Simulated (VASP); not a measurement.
A run of VASP 6.6.1 is set up as follows.

The input INCAR:

```
SYSTEM = Na
PREC = Accurate ; ENCUT = 520
EDIFF = 1E-7 ; ISMEAR = -1
SIGMA = 0.1 ; LREAL = .FALSE.
LASPH = .TRUE. ; NELM = 60
ALGO = Normal ; ISIF = 2
LWAVE = .FALSE. ; LCHARG = .FALSE.
NBANDS = 10
```

Contents of KPOINTS:

```
regular mesh
0
G
  15 15 15
  0 0 0
```

POSCAR

```
Na
1.0
    2.5708074088      0.0000000000      0.0000000000
    0.0000000000      2.5708074088      0.0000000000
    0.0000000000      0.0000000000      2.5708074088
Na
1
Direct
    0.0000000000      0.0000000000      0.0000000000
```

Potentials or basis: VASP PAW LDA potentials, release 64 (Na_pv).

Run with:

```sh
$ cat potpaw_LDA.64/Na_pv/POTCAR > POTCAR
$ mpirun -np 1 vasp_std > vasp.out
```

(1) What does it give for the pressure?

(2) Estimate the band gap on the k mesh.

Results:

(1) 22.1 GPa.

(2) zero (an odd number of electrons rules out a gap without spin polarisation).

Caveat: the cell stands under pressure.
